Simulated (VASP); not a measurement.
# Te2Mo in VASP: notebook

Te2Mo is run at these levels: PBEsol; tasks: single point.

All numbers are computed with VASP 6.6.1; they aren't measurements. Logs are shortened: lines on timing, memory, paths and dates and some standing lists are left out, and cuts for length are marked.

## (1) The cell of the first run

The cell holds a slab with vacuum, 3 atoms: a = 3.596 Å, b = 3.596 Å, c = 17.210 Å, α = 90.00°, β = 90.00°, γ = 120.00°.

## (2) Single point, PBEsol (biaxial strain in the a-b plane: +3.0 %, then relaxed in part)

Contents of INCAR:

```
ALGO = Normal
EDIFF = 1E-6
ENCUT = 520
GGA = PS
ISIF = 2
ISMEAR = 0
LASPH = True
LCHARG = True
LELF = True
LREAL = False
LVHAR = True
LWAVE = False
NBANDS = 20
NELM = 80
PREC = Accurate
SIGMA = 0.02
```

Contents of KPOINTS:

```
k-points
0
Gamma
  12 12 2
```

Contents of POSCAR:

```
Te2Mo
1.0
    3.5958072890      0.0000000000      0.0000000000
   -1.7979036445      3.1140604594      0.0000000000
    0.0000000000      0.0000000000     17.2100159817
Te Mo
2 1
Direct
    0.3333333333      0.6666666667      0.8974708642
    0.3333333333      0.6666666667      0.1025291358
    0.0000000000      0.0000000000      0.0000000000
```

Potentials or basis: VASP PAW PBE potentials, release 64 (Te, Mo_sv).

Launch:

```
cat potpaw_PBE.64/Te/POTCAR potpaw_PBE.64/Mo_sv/POTCAR > POTCAR
mpirun -np 1 vasp_std > vasp.out
```

OUTCAR:

```text
EDIFF = 1E-6
   ENCUT = 520
   GGA = PS
   ISIF = 2
   ISMEAR = 0
   LASPH = True
   LREAL = False
   NELM = 80
   PREC = Accurate

 ion  position               nearest neighbor table
   1  0.333  0.667  0.897-   3 2.72   3 2.72   3 2.72   2 3.53
   2  0.333  0.667  0.103-   3 2.72   3 2.72   3 2.72   1 3.53
   3  0.000  0.000  0.000-   1 2.72   2 2.72   1 2.72   2 2.72   1 2.72   2 2.72

  LATTYP: Found a hexagonal cell.
 ALAT       =     3.5958072890
 C/A-ratio  =     4.7861341275

  Lattice vectors:

 A1 = (   3.5958072890,   0.0000000000,   0.0000000000)
 A2 = (  -1.7979036445,   3.1140604594,   0.0000000000)
 A3 = (   0.0000000000,   0.0000000000,  17.2100159817)

Analysis of symmetry for initial positions (statically):
=====================================================================
 Subroutine PRICEL returns:
 Original cell was already a primitive cell.

 Routine SETGRP: Setting up the symmetry group for a
 hexagonal supercell.

 Subroutine GETGRP returns: Found 12 space group operations
 (whereof 12 operations were pure point group operations)
 out of a pool of 24 trial point group operations.

The static configuration has the point symmetry D_3h.

Analysis of symmetry for dynamics (positions and initial velocities):
=====================================================================
 Subroutine PRICEL returns:
 Original cell was already a primitive cell.

 Routine SETGRP: Setting up the symmetry group for a
 hexagonal supercell.

 Subroutine GETGRP returns: Found 12 space group operations
 (whereof 12 operations were pure point group operations)
 out of a pool of 24 trial point group operations.

The dynamic configuration has the point symmetry D_3h.

 Subroutine INISYM returns: Found 12 space group operations
 (whereof 12 operations are pure point group operations),
 and found     1 'primitive' translations

----------------------------------------------------------------------------------------

                                     Primitive cell

  volume of cell :     192.7102

  direct lattice vectors                    reciprocal lattice vectors
     3.595807289  0.000000000  0.000000000     0.278101667  0.160562072  0.000000000
    -1.797903645  3.114060459  0.000000000     0.000000000  0.321124144  0.000000000
     0.000000000  0.000000000 17.210015982     0.000000000  0.000000000  0.058105699

  length of vectors
     3.595807289  3.595807289 17.210015982     0.321124144  0.321124144  0.058105699

  position of ions in fractional coordinates (direct lattice)
     0.333333333  0.666666667  0.897470864
     0.333333333  0.666666667  0.102529136
     0.000000000  0.000000000  0.000000000

  ion indices of the primitive-cell ions
   primitive index   ion index
                 1           1
                 2           2
                 3           3

----------------------------------------------------------------------------------------

 KPOINTS: k-points

Automatic generation of k-mesh.
 Grid dimensions read from file:
 generate k-points for:   12   12    2

 Generating k-lattice:

  Cartesian coordinates                     Fractional coordinates (reciprocal lattice)
     0.023175139  0.013380173  0.000000000     0.083333333  0.000000000  0.000000000
     0.000000000  0.026760345  0.000000000     0.000000000  0.083333333  0.000000000
     0.000000000  0.000000000  0.029052849     0.000000000  0.000000000  0.500000000

  Length of vectors
     0.026760345  0.026760345  0.029052849

  Shift w.r.t. Gamma in fractional coordinates (k-lattice)
     0.000000000  0.000000000  0.000000000

 Subroutine IBZKPT returns following result:
 ===========================================

 Found     38 irreducible k-points:

 Following reciprocal coordinates:
            Coordinates               Weight
  0.000000  0.000000  0.000000      1.000000
  0.083333  0.000000  0.000000      6.000000
  0.166667 -0.000000  0.000000      6.000000
  0.250000  0.000000  0.000000      6.000000
  0.333333 -0.000000  0.000000      6.000000
  0.416667 -0.000000  0.000000      6.000000
[... 16 lines left out ...]
  0.250000  0.000000  0.500000      6.000000
  0.333333 -0.000000  0.500000      6.000000
 [... further k-points ...]
   k-points           NKPTS =     38   k-points in BZ     NKDIM =     38   number of bands    NBANDS=     20
   number of dos      NEDOS =    301   number of ions     NIONS =      3
   total plane-waves  NPLWV = 100352
   dimension x,y,z NGX =    28 NGY =   28 NGZ =  128
   dimension x,y,z NGXF=    56 NGYF=   56 NGZF=  256
   ions per type =               2   1
   NGX,Y,Z   is equivalent  to a cutoff of  12.95, 12.95, 12.36 a.u.
   NGXF,Y,Z  is equivalent  to a cutoff of  25.89, 25.89, 24.73 a.u.
 SYSTEM =  unknown system
   PREC   = accura    normal or accurate (medium, high low for compatibility)
   ISTART =      0    job   : 0-new  1-cont  2-samecut
   ICHARG =      2    charge: 1-file 2-atom 10-const
   ISPIN  =      1    spin polarized calculation?
   LNONCOLLINEAR =      F non collinear calculations
   LSORBIT =      F    spin-orbit coupling
   LASPH  =      T    aspherical Exc in radial PAW
   ENCUT  =  520.0 eV  38.22 Ry    6.18 a.u.   6.69  6.69 32.00*2*pi/ulx,y,z
   NELM   =     80;   NELMIN=  2; NELMDL= -5     # of ELM steps
   EDIFF  = 0.1E-05   stopping-criterion for ELM
   LREAL  =      F    real-space projection
   EDIFFG = 0.1E-04   stopping-criterion for IOM
   NSW    =      0    number of steps for IOM
   IBRION =     -1    ionic relax: 0-MD 1-quasi-New 2-CG
   NFREE  =      0    steps in history (QN), initial steepest desc. (CG)
   ISIF   =      2    stress and relaxation
   ISYM   =      2    0-nonsym 1-usesym 2-fastsym
   POTIM  = 0.5000    time-step for ionic-motion
   TEBEG  =    0.0;   TEEND  =   0.0 temperature during run
   PSTRESS=    0.0 pullay stress
   NELECT =      26.0000    total number of electrons
   NUPDOWN=      -1.0000    fix difference up-down
   EMIN   =  10.00;   EMAX   =-10.00  energy-range for DOS
   EFERMI =   0.00;   METHOD = LEGACY
   ISMEAR =     0;   SIGMA  =   0.02  broadening in eV -4-tet -1-fermi 0-gaus
   EFERMI_NEDOS =   21; number of points for ismear=-14 and -15
   IALGO  =     38    algorithm
   IMIX   =      4    mixing-type and parameters
     AMIX     =   0.40;   BMIX     =  1.00
     AMIX_MAG =   1.60;   BMIX_MAG =  1.00
  volume/ion in A,a.u.               =      64.24       433.49
  Fermi-wavevector in a.u.,A,eV,Ry     =   0.839649  1.586706  9.592246  0.705010
  Thomas-Fermi vector in A             =   1.953902
   LORBIT       =      0    0 simple, 1 ext, 2 COOP (PROOUT), +10 PAW based schemes
   GGA     = PS    functional components
   LHFCALC =     F    Hartree Fock is set to
   AEXX    =    0.0000 exact exchange contribution
   IVDW    =     0    specifies the selected vdW correction
   LEPSILON=     F    determine dielectric tensor
   LRPA    =     F    only Hartree local field effects (RPA)
 non-spin polarized calculation
 Gauss-broadening in eV      SIGMA  =   0.02
  energy-cutoff  :      520.00
  volume of cell :      192.71
 maximum number of plane-waves:      5247
 NGX is ok and might be reduce to    28
   NGX = 13   NGY = 13   NGZ = 63

 number of electron      26.0000003 magnetization

 Free energy of the ion-electron system (eV)
  ---------------------------------------------------
  ext. energy  EPLUGINS =         0.00000000
  ---------------------------------------------------
  free energy    TOTEN  =       -19.55320552 eV

  energy without entropy =      -19.55320552  energy(sigma->0) =      -19.55320552

 E-fermi :   0.1430     XC(G=0):  -4.7744

 val. band max:       -0.0679563452   @ k =   0.3333   0.3333   0.0000
 cond. band min:       0.8877088168   @ k =   0.3333   0.3333   0.5000
 fundamental gap:      0.9556651620
 Fermi energy:         0.1429842598

 k-point     1 :       0.0000    0.0000    0.0000
  band No.  band energies     occupation
      1     -60.6290      2.00000
      2     -34.7827      2.00000
      3     -34.7168      2.00000
      4     -34.7168      2.00000
      5     -12.5267      2.00000
      6     -11.4792      2.00000
[... 12 lines left out ...]
     19       4.8627      0.00000
     20       5.5273      0.00000

 k-point     2 :       0.0833    0.0000    0.0000
  band No.  band energies     occupation
      1     -60.6285      2.00000
      2     -34.7812      2.00000
      3     -34.7239      2.00000
      4     -34.7185      2.00000
      5     -12.4368      2.00000
      6     -11.4194      2.00000
[... 12 lines left out ...]
     19       4.9751      0.00000
     20       5.8005      0.00000

 k-point     3 :       0.1667   -0.0000    0.0000
  band No.  band energies     occupation
      1     -60.6271      2.00000
      2     -34.7768      2.00000
      3     -34.7433      2.00000
      4     -34.7230      2.00000
      5     -12.1766      2.00000
      6     -11.2469      2.00000
[... 12 lines left out ...]
     19       5.2944      0.00000
     20       6.1474      0.00000

 k-point     4 :       0.2500    0.0000    0.0000
  band No.  band energies     occupation
      1     -60.6253      2.00000
      2     -34.7709      2.00000
      3     -34.7697      2.00000
      4     -34.7291      2.00000
      5     -11.7777      2.00000
      6     -10.9846      2.00000
[... 12 lines left out ...]
     19       5.7792      0.00000
     20       6.4370      0.00000

 k-point     5 :       0.3333   -0.0000    0.0000
  band No.  band energies     occupation
      1     -60.6234      2.00000
      2     -34.7959      2.00000
      3     -34.7649      2.00000
      4     -34.7352      2.00000
      5     -11.3067      2.00000
      6     -10.6810      2.00000
[... 12 lines left out ...]
     19       5.8965      0.00000
     20       6.1519      0.00000
[... 353 lines left out ...]
      6     -11.4194      2.00000
[... 12 lines left out ...]
     19       4.6819      0.00000
     20       6.2725      0.00000

 k-point    22 :       0.1667   -0.0000    0.5000
  band No.  band energies     occupation
      1     -60.6271      2.00000
      2     -34.7768      2.00000
      3     -34.7433      2.00000
      4     -34.7230      2.00000
      5     -12.1766      2.00000
      6     -11.2469      2.00000
[... 12 lines left out ...]
     19       5.0052      0.00000
     20       6.5741      0.00000

 k-point    23 :       0.2500    0.0000    0.5000
  band No.  band energies     occupation
      1     -60.6253      2.00000
      2     -34.7709      2.00000
      3     -34.7697      2.00000
      4     -34.7291      2.00000
      5     -11.7778      2.00000
      6     -10.9846      2.00000
[... 12 lines left out ...]
     19       5.5172      0.00000
     20       6.6798      0.00000

 k-point    24 :       0.3333   -0.0000    0.5000
  band No.  band energies     occupation
      1     -60.6234      2.00000
      2     -34.7959      2.00000
      3     -34.7649      2.00000
      4     -34.7352      2.00000
      5     -11.3067      2.00000
      6     -10.6810      2.00000
[... 12 lines left out ...]
     19       5.9586      0.00000
     20       6.0613      0.00000

 [... further k-points ...]

------------------------ aborting loop because EDIFF is reached ----------------------------------------

  FORCE on cell =-STRESS in cart. coord.  units (eV):
  Direction    XX          YY          ZZ          XY          YZ          ZX
  --------------------------------------------------------------------------------------
  -------------------------------------------------------------------------------------
  Total       -2.0277233     -2.0277233      0.0950786     -0.0000000     -0.0000000      0.0000000
  in kB      -16.8583303    -16.8583303      0.7904757     -0.0000000     -0.0000000      0.0000000
  external PRESSURE =     -10.9753950 kB  Pullay stress =       0.0000000 kB

 VOLUME and BASIS-vectors are now :
 -----------------------------------------------------------------------------
  energy-cutoff  :      520.00
  volume of cell :      192.71
      direct lattice vectors                 reciprocal lattice vectors
     3.595807289  0.000000000  0.000000000     0.278101667  0.160562072  0.000000000
    -1.797903645  3.114060459  0.000000000     0.000000000  0.321124144  0.000000000
     0.000000000  0.000000000 17.210015982     0.000000000  0.000000000  0.058105699

 POSITION                                       TOTAL-FORCE (eV/Angst)
 -----------------------------------------------------------------------------------
     -0.00000      2.07604     15.44549        -0.000000      0.000000     -0.030126
     -0.00000      2.07604      1.76453         0.000000      0.000000      0.030126
      0.00000      0.00000      0.00000        -0.000000      0.000000     -0.000000
 -----------------------------------------------------------------------------------
    total drift:                                0.000000     -0.000000     -0.000000

  FREE ENERGIE OF THE ION-ELECTRON SYSTEM (eV)
  ---------------------------------------------------
  free  energy   TOTEN  =       -19.5532055180 eV

  energy  without entropy=      -19.5532055180  energy(sigma->0) =      -19.55320552
```

Wall time 6.6 min (1 thread of Intel Xeon 8259CL, shared host); peak memory 0.39 GiB.

Results:

* Free energy: -19.5532 eV
* Largest force: 0.030 eV/Å
* Band gap on the k mesh: 0.96 eV

Forces on the atoms (eV/Å):
```
Te   0.000  0.000 -0.030
Te   0.000  0.000  0.030
Mo   0.000  0.000  0.000
```

Levels at points of the mesh, in eV from the valence-band top:
```csv
k point,band 11,band 12,band 13,band 14,band 15,band 16
"(0.00, 0.00, 0.00)",-0.95,-0.95,-0.23,3.01,3.01,3.33
"(0.50, 0.00, 0.00)",-1.40,-0.66,-0.42,1.33,1.69,3.36
"(0.00, 0.00, 0.50)",-0.95,-0.95,-0.23,3.01,3.01,3.33
"(0.50, 0.00, 0.50)",-1.40,-0.66,-0.42,1.33,1.69,3.36
```

Caveat: the cell differs from its parent crystal (biaxial strain in the a-b plane: +3.0 %, then relaxed in part); the PAW data sets were made with another functional, which shifts forces and pressure a little; spin-orbit coupling is left out, which moves the levels of the heavy elements.

## (3) Single point, PBEsol (biaxial strain in the a-b plane: +3.0 %)

Contents of INCAR:

```
SYSTEM = Te2Mo
PREC = Accurate
ENCUT = 520
EDIFF = 1E-7
ISMEAR = 0
SIGMA = 0.02
LREAL = .False.
LASPH = .True.
NELM = 60
ALGO = Normal
ISIF = 2
LWAVE = .False.
LCHARG = .False.
GGA = PS
NBANDS = 20
```

Contents of KPOINTS:

```
Automatic mesh
0
Gamma
  12 12 2
  0 0 0
```

Contents of POSCAR:

```
Te2Mo
1.0
    3.5958072890      0.0000000000      0.0000000000
   -1.7979036445      3.1140604594      0.0000000000
    0.0000000000      0.0000000000     17.2109482072
Te Mo
2 1
Direct
    0.3333333333      0.6666666667      0.8973061482
    0.3333333333      0.6666666667      0.1026938518
    0.0000000000      0.0000000000      0.0000000000
```

Potentials or basis: VASP PAW PBE potentials, release 64 (Te, Mo_sv).

Launch:

```
cat potpaw_PBE.64/Te/POTCAR potpaw_PBE.64/Mo_sv/POTCAR > POTCAR
mpirun -np 1 vasp_std > vasp.out
```

Run time: 6.1 min. Hardware: 1 thread of Intel Xeon 8259CL, shared host; peak memory 0.39 GiB.

The run converged. Its results:

```
Free energy            : -19.5533 eV
Largest force          : 0.011 eV/Å
Band gap on the k mesh : 0.96 eV
```

Forces in eV/Å, atoms in the order of the input:
```
Te   0.000  0.000  0.011
Te   0.000  0.000 -0.011
Mo   0.000  0.000  0.000
```

Levels at points of the mesh, in eV from the valence-band top:
| k point | band 11 | band 12 | band 13 | band 14 | band 15 | band 16 |
| --- | --- | --- | --- | --- | --- | --- |
| (0.00, 0.00, 0.00) | -0.95 | -0.95 | -0.24 | 3.01 | 3.01 | 3.32 |
| (0.50, 0.00, 0.00) | -1.41 | -0.66 | -0.42 | 1.33 | 1.69 | 3.35 |
| (0.00, 0.00, 0.50) | -0.95 | -0.95 | -0.24 | 3.01 | 3.01 | 3.32 |
| (0.50, 0.00, 0.50) | -1.41 | -0.66 | -0.42 | 1.33 | 1.69 | 3.35 |

Caveat: the cell differs from its parent crystal (biaxial strain in the a-b plane: +3.0 %); the PAW data sets were made with another functional, which shifts forces and pressure a little; spin-orbit coupling is left out, which moves the levels of the heavy elements.

[end of part 1 of 2]
